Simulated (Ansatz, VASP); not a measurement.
# Two plane-wave programs on SnO

```
Sn O
1.0
     3.29771    0.00000    0.00000
     0.00000    5.60372    0.00000
     0.00000    0.00000    3.63816
Sn O
2 2
Direct
  0.00000 0.24219 0.54201
  0.50000 0.75781 0.04201
  0.00000 0.87692 0.70799
  0.50000 0.12308 0.20799
```

Alike in both runs: functional PBEsol; dispersion D3(BJ); k mesh 6 × 4 × 6; no spin polarisation.

Ansatz relaxed the structure, and its values are those at the end. VASP's run is a single point on that final structure, the one shown.

|  | VASP | Ansatz |
| --- | --- | --- |
| version | VASP 6.6.1 | Ansatz 0.2.0 |
| potentials or method | VASP PAW PBE potentials, release 64 (Sn_d, O) | plane waves, PAW |
| plane-wave cutoff (eV) | 520 | 420 |
| occupations | gaussian, width 0.01 eV | fixed |
| valence electrons in the cell | 40 | 40 |

```csv
,VASP,Ansatz,Ansatz less VASP
pressure (GPa),0.3,0.0,-0.27
rms of the force components (eV/Å),0.039,0.003,-0.0366
```

VASP's potentials were made for PBE, not for PBEsol.
